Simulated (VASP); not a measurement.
# F (I4_1/amd) in VASP: relaxation of cell and atoms with PBE

Aim: the relaxation of cell and atoms of F with PBE.

Program: VASP 6.6.1. These are calculated values, not measurements. Logs are shortened: lines on timing, memory, paths and dates and some standing lists are left out, and cuts for length are marked.

**1. The cell of the first run**

Symmetry: I4_1/amd, No. 141, tetragonal system. The conventional cell has a = 2.147 Å, b = 2.147 Å, c = 5.178 Å, α = 90.00°, β = 90.00°, γ = 90.00°. F (site symmetry 2mm) has 5 F at 1.09 to 1.41 Å within 1.5 Å. Within 1.5 Å of F (site symmetry -4m2) lie 6 F at 1.09 to 1.10 Å.

The cell was built from a structure type or drawn by symmetry, and may not be a known phase.

**2. Relaxation of cell and atoms, PBE**

Input file INCAR:

```
ALGO = Normal ; EDIFF = 1E-7
EDIFFG = -0.04 ; ENCUT = 910
GGA = PE ; GGA_COMPAT = False
IBRION = 2 ; ISIF = 3
ISMEAR = 0 ; LASPH = True
LCHARG = False ; LREAL = False
LWAVE = False ; NELM = 120
NELMIN = 4 ; NSW = 90
PREC = Accurate ; SIGMA = 0.1
```

Input file KPOINTS:

```
k-points
0
Gamma
  10 10 10
```

Input file POSCAR:

```
F
1.0
   -1.0735545700      1.0735545700      2.5889177900
    1.0735545700     -1.0735545700      2.5889177900
    1.0735545700      1.0735545700     -2.5889177900
F
6
Direct
    0.7872112300      0.7872112300      0.0000000000
    0.5372112300      0.0372112300      0.5000000000
    0.9627887700      0.4627887700      0.5000000000
    0.2127887700      0.2127887700      0.0000000000
    0.0000000000      0.0000000000      0.0000000000
    0.7500000000      0.2500000000      0.5000000000
```

Potentials or basis: VASP PAW PBE potentials, release 64 (F_h).

Command:

```sh
> cat potpaw_PBE.64/F_h/POTCAR > POTCAR
> mpirun -np 1 vasp_std > vasp.out
```

OUTCAR:

```text
EDIFF = 1E-7
   EDIFFG = -0.04
   ENCUT = 910
   GGA = PE
   IBRION = 2
   ISIF = 3
   ISMEAR = 0
   LASPH = True
   LREAL = False
   NELM = 120
   NELMIN = 4
   NSW = 90
   PREC = Accurate

 ion  position               nearest neighbor table
   1  0.787  0.787  0.000-   6 1.09   6 1.09   5 1.10   3 1.41   3 1.41
   2  0.537  0.037  0.500-   5 1.09   5 1.09   6 1.10   4 1.41   4 1.41
   3  0.963  0.463  0.500-   5 1.09   5 1.09   6 1.10   1 1.41   1 1.41
   4  0.213  0.213  0.000-   6 1.09   6 1.09   5 1.10   2 1.41   2 1.41
   5  0.000  0.000  0.000-   2 1.09   3 1.09   2 1.09   3 1.09   1 1.10   4 1.10
   6  0.750  0.250  0.500-   1 1.09   4 1.09   1 1.09   4 1.09   3 1.10   2 1.10

  LATTYP: Found a body centered tetragonal cell.
 ALAT       =     2.1471091400
 C/A-ratio  =     2.4115381391

  Lattice vectors:

 A1 = (  -1.0735545700,   1.0735545700,   2.5889177900)
 A2 = (   1.0735545700,  -1.0735545700,   2.5889177900)
 A3 = (   1.0735545700,   1.0735545700,  -2.5889177900)

Analysis of symmetry for initial positions (statically):
=====================================================================
 Subroutine PRICEL returns:
 Original cell was already a primitive cell.

 Routine SETGRP: Setting up the symmetry group for a
 body centered tetragonal supercell.

 Subroutine GETGRP returns: Found 16 space group operations
 (whereof  8 operations were pure point group operations)
 out of a pool of 16 trial point group operations.

The static configuration has the point symmetry D_2d.
 The point group associated with its full space group is D_4h.

Analysis of symmetry for dynamics (positions and initial velocities):
=====================================================================
 Subroutine PRICEL returns:
 Original cell was already a primitive cell.

 Routine SETGRP: Setting up the symmetry group for a
 body centered tetragonal supercell.

 Subroutine GETGRP returns: Found 16 space group operations
 (whereof  8 operations were pure point group operations)
 out of a pool of 16 trial point group operations.

The dynamic configuration has the point symmetry D_2d.
 The point group associated with its full space group is D_4h.

 Subroutine INISYM returns: Found 16 space group operations
 (whereof  8 operations are pure point group operations),
 and found     1 'primitive' translations

----------------------------------------------------------------------------------------

                                     Primitive cell

  volume of cell :      11.9351

  direct lattice vectors                    reciprocal lattice vectors
    -1.073554570  1.073554570  2.588917790     0.000000000  0.465742510  0.193130891
     1.073554570 -1.073554570  2.588917790     0.465742510  0.000000000  0.193130891
     1.073554570  1.073554570 -2.588917790     0.465742510  0.465742510  0.000000000

  length of vectors
     3.001255429  3.001255429  3.001255429     0.504198003  0.504198003  0.658659374

  position of ions in fractional coordinates (direct lattice)
     0.787211230  0.787211230  0.000000000
     0.537211230  0.037211230  0.500000000
     0.962788770  0.462788770  0.500000000
     0.212788770  0.212788770  0.000000000
     0.000000000  0.000000000  0.000000000
     0.750000000  0.250000000  0.500000000

  ion indices of the primitive-cell ions
   primitive index   ion index
                 1           1
                 2           2
                 3           3
                 4           4
                 5           5
                 6           6

----------------------------------------------------------------------------------------

 KPOINTS: k-points

Automatic generation of k-mesh.
 Grid dimensions read from file:
 generate k-points for:   10   10   10

 Generating k-lattice:

  Cartesian coordinates                     Fractional coordinates (reciprocal lattice)
     0.000000000  0.046574251  0.019313089     0.100000000 -0.000000000  0.000000000
     0.046574251  0.000000000  0.019313089    -0.000000000  0.100000000  0.000000000
     0.046574251  0.046574251  0.000000000     0.000000000  0.000000000  0.100000000

  Length of vectors
     0.050419800  0.050419800  0.065865937

  Shift w.r.t. Gamma in fractional coordinates (k-lattice)
     0.000000000  0.000000000  0.000000000

 Subroutine IBZKPT returns following result:
 ===========================================

 Found    102 irreducible k-points:

 Following reciprocal coordinates:
            Coordinates               Weight
  0.000000  0.000000  0.000000      1.000000
  0.100000  0.000000  0.000000      8.000000
  0.200000  0.000000  0.000000      8.000000
  0.300000 -0.000000  0.000000      8.000000
  0.400000 -0.000000  0.000000      8.000000
  0.500000 -0.000000  0.000000      4.000000
[... 16 lines left out ...]
  0.300000  0.300000  0.000000      8.000000
  0.400000  0.300000  0.000000     16.000000
 [... further k-points ...]
   k-points           NKPTS =    102   k-points in BZ     NKDIM =    102   number of bands    NBANDS=     25
   number of dos      NEDOS =    301   number of ions     NIONS =      6
   total plane-waves  NPLWV =  27000
   dimension x,y,z NGX =    30 NGY =   30 NGZ =   30
   dimension x,y,z NGXF=    60 NGYF=   60 NGZF=   60
   ions per type =               6
   NGX,Y,Z   is equivalent  to a cutoff of  16.62, 16.62, 16.62 a.u.
   NGXF,Y,Z  is equivalent  to a cutoff of  33.24, 33.24, 33.24 a.u.
 SYSTEM =  unknown system
   PREC   = accura    normal or accurate (medium, high low for compatibility)
   ISTART =      0    job   : 0-new  1-cont  2-samecut
   ICHARG =      2    charge: 1-file 2-atom 10-const
   ISPIN  =      1    spin polarized calculation?
   LNONCOLLINEAR =      F non collinear calculations
   LSORBIT =      F    spin-orbit coupling
   LASPH  =      T    aspherical Exc in radial PAW
   ENCUT  =  910.0 eV  66.88 Ry    8.18 a.u.   7.38  7.38  7.38*2*pi/ulx,y,z
   NELM   =    120;   NELMIN=  4; NELMDL= -5     # of ELM steps
   EDIFF  = 0.1E-06   stopping-criterion for ELM
   LREAL  =      F    real-space projection
   EDIFFG = -.4E-01   stopping-criterion for IOM
   NSW    =     90    number of steps for IOM
   IBRION =      2    ionic relax: 0-MD 1-quasi-New 2-CG
   NFREE  =      1    steps in history (QN), initial steepest desc. (CG)
   ISIF   =      3    stress and relaxation
   ISYM   =      2    0-nonsym 1-usesym 2-fastsym
   POTIM  = 0.5000    time-step for ionic-motion
   TEBEG  =    0.0;   TEEND  =   0.0 temperature during run
   PSTRESS=    0.0 pullay stress
   NELECT =      42.0000    total number of electrons
   NUPDOWN=      -1.0000    fix difference up-down
   EMIN   =  10.00;   EMAX   =-10.00  energy-range for DOS
   EFERMI =   0.00;   METHOD = LEGACY
   ISMEAR =     0;   SIGMA  =   0.10  broadening in eV -4-tet -1-fermi 0-gaus
   EFERMI_NEDOS =   21; number of points for ismear=-14 and -15
   IALGO  =     38    algorithm
   IMIX   =      4    mixing-type and parameters
     AMIX     =   0.40;   BMIX     =  1.00
     AMIX_MAG =   1.60;   BMIX_MAG =  1.00
  volume/ion in A,a.u.               =       1.99        13.42
  Fermi-wavevector in a.u.,A,eV,Ry     =   2.490094  4.705596 84.363858  6.200569
  Thomas-Fermi vector in A             =   3.364820
   LORBIT       =      0    0 simple, 1 ext, 2 COOP (PROOUT), +10 PAW based schemes
   GGA     = PE    functional components
   LHFCALC =     F    Hartree Fock is set to
   AEXX    =    0.0000 exact exchange contribution
   IVDW    =     0    specifies the selected vdW correction
   LEPSILON=     F    determine dielectric tensor
   LRPA    =     F    only Hartree local field effects (RPA)
 conjugate gradient relaxation of ions
 non-spin polarized calculation
 Gauss-broadening in eV      SIGMA  =   0.10
  energy-cutoff  :      910.00
  volume of cell :       11.94
 maximum number of plane-waves:       763
 NGX is ok and might be reduce to    30
   NGX = 15   NGY = 15   NGZ = 15

--------------------------------------- Ionic step        1  -------------------------------------------

 number of electron      41.9999996 magnetization

 Free energy of the ion-electron system (eV)
  ---------------------------------------------------
  ext. energy  EPLUGINS =         0.00000000
  ---------------------------------------------------
  free energy    TOTEN  =       231.22997815 eV

  energy without entropy =      231.23907597  energy(sigma->0) =      231.23452706

------------------------ aborting loop because EDIFF is reached ----------------------------------------

  FORCE on cell =-STRESS in cart. coord.  units (eV):
  Direction    XX          YY          ZZ          XY          YZ          ZX
  --------------------------------------------------------------------------------------
  -------------------------------------------------------------------------------------
  Total      383.7629688    383.7629688    484.0564003     -0.0000000      0.0000000     -0.0000000
  in kB    51516.5945166  51516.5945166  64980.0510239     -0.0000000      0.0000000     -0.0000000
  external PRESSURE =   56004.4133524 kB  Pullay stress =       0.0000000 kB
[... 41 lines left out ...]
 VOLUME and BASIS-vectors are now :
 -----------------------------------------------------------------------------
  energy-cutoff  :      910.00
  volume of cell :      974.61
      direct lattice vectors                 reciprocal lattice vectors
    -4.386140346  4.386140346 12.665057234     0.000000000  0.113995440  0.039478700
     4.386140346 -4.386140346 12.665057234     0.113995440  0.000000000  0.039478700
     4.386140346  4.386140346-12.665057234     0.113995440  0.113995440  0.000000000

 POSITION                                       TOTAL-FORCE (eV/Angst)
 -----------------------------------------------------------------------------------
      4.38614      4.38614    -10.76705        -0.000000      0.000000     12.970398
      0.00000      4.38614      8.23054         0.000000     -0.000000     12.970398
      0.00000      4.38614      4.43452         0.000000     -0.000000    -12.970398
      0.00000      0.00000     23.43210        -0.000000      0.000000    -12.970398
      0.00000      0.00000      0.00000        -0.000000     -0.000000     -0.000000
     -0.00000      4.38614      6.33253        -0.000000     -0.000000     -0.000000
 -----------------------------------------------------------------------------------
    total drift:                                0.000000     -0.000000      0.000000
[... 2085 lines left out ...]
     24       9.2831      0.00087
     25      29.0044      0.00000

 [... further k-points ...]

[... ionic steps 4 to 19 ...]

--------------------------------------- Ionic step       20  -------------------------------------------

 number of electron      41.9999993 magnetization

------------------------ aborting loop because EDIFF is reached ----------------------------------------

  FORCE on cell =-STRESS in cart. coord.  units (eV):
  Direction    XX          YY          ZZ          XY          YZ          ZX
  --------------------------------------------------------------------------------------
  -------------------------------------------------------------------------------------
  Total        0.3492958      0.3492958      0.3410850      0.0000000      0.0000000      0.0000000
  in kB       20.7378367     20.7378367     20.2503638      0.0000000      0.0000000      0.0000000
  external PRESSURE =      20.5753457 kB  Pullay stress =       0.0000000 kB
[... 65 lines left out ...]
  energy  without entropy=       34.4424272437  energy(sigma->0) =       34.43725783

--------------------------------------- Ionic step       22  -------------------------------------------

 number of electron      41.9999991 magnetization

 Free energy of the ion-electron system (eV)
  ---------------------------------------------------
  ext. energy  EPLUGINS =         0.00000000
  ---------------------------------------------------
  free energy    TOTEN  =        34.43190734 eV

  energy without entropy =       34.44221764  energy(sigma->0) =       34.43706249

 E-fermi :  11.4237     XC(G=0): -15.1189

 val. band max:       11.4191728334   @ k =   0.5000   0.3000   0.1000
 cond. band min:      11.4360429725   @ k =   0.3000   0.1000   0.1000
 fundamental gap:      0.0168701391
 Fermi energy:        11.4236778847

 k-point     1 :       0.0000    0.0000    0.0000
  band No.  band energies     occupation
      1     -23.5519      2.00000
      2     -19.2548      2.00000
      3     -13.0034      2.00000
      4     -12.1601      2.00000
      5      -9.0307      2.00000
      6      -7.6339      2.00000
[... 696 lines left out ...]
  FREE ENERGIE OF THE ION-ELECTRON SYSTEM (eV)
  ---------------------------------------------------
  free  energy   TOTEN  =        34.4319073413 eV

  energy  without entropy=       34.4422176411  energy(sigma->0) =       34.43706249

 reached required accuracy - stopping structural energy minimisation
```

Wall time 11 min (1 thread of Intel Xeon 6975P-C (Granite Rapids), shared host); peak memory 0.19 GiB.

Results:

```yaml
Free_energy: 34.4319 eV
Relaxed_volume: 4.50 Å³/atom
Relaxed_cell: a = 3.825 Å, b = 3.825 Å, c = 3.825 Å, α = 135.60°, β = 135.60°, γ = 64.60°
Space_group_after_relaxing_to_0.1_Å: I4_1/amd (No. 141)
Pressure_after_relaxing: 0.2 GPa
Largest_force_after_relaxing: 0.021 eV/Å
Band_gap_on_the_k_mesh: zero (bands 21 and 22 overlap by 5.56 eV)
```

Forces in eV/Å, atoms in the order of the input:
```
F    0.000  0.000 -0.021
F    0.000  0.000 -0.021
F    0.000  0.000  0.021
F    0.000  0.000  0.021
F    0.000  0.000  0.000
F    0.000  0.000  0.000
```

Final structure:
```xyz
6
Lattice="-1.4451 1.4451 3.2331 1.4451 -1.4451 3.2331 1.4451 1.4451 -3.2331" Properties=species:S:1:pos:R:3 pbc="T T T"
F     0.0000    0.0000    1.8517
F     1.4451    0.0000    0.2351
F     1.4451    0.0000    2.9980
F     0.0000    0.0000    4.6145
F     0.0000    0.0000    0.0000
F     0.0000    1.4451    1.6165
```

Levels at points of the mesh, in eV from the Fermi level:
```csv
k point,band 16,band 17,band 18,band 19,band 20,band 21,band 22,band 23,band 24,band 25
"(0.00, 0.00, 0.00)",-3.33,-1.99,-1.51,-1.44,-1.44,3.84,3.84,4.70,4.70,18.40
"(0.50, 0.00, 0.00)",-3.78,-2.79,-2.57,-2.28,-1.57,-0.54,0.02,4.23,4.44,22.04
"(0.50, 0.50, 0.00)",-2.92,-2.42,-2.42,-1.81,-1.81,-1.72,-1.72,-0.98,-0.98,23.80
"(0.50, 0.50, 0.50)",-5.29,-2.12,-2.12,-0.96,-0.96,3.67,3.67,4.77,4.77,20.07
```

Caveat: the cutoff is under 1.25 times the usual one of these potentials, so pressure, stress and relaxed cells hold a basis-set (Pulay) error; the volume moved by over 15 % at a fixed basis, so the end points are rough.
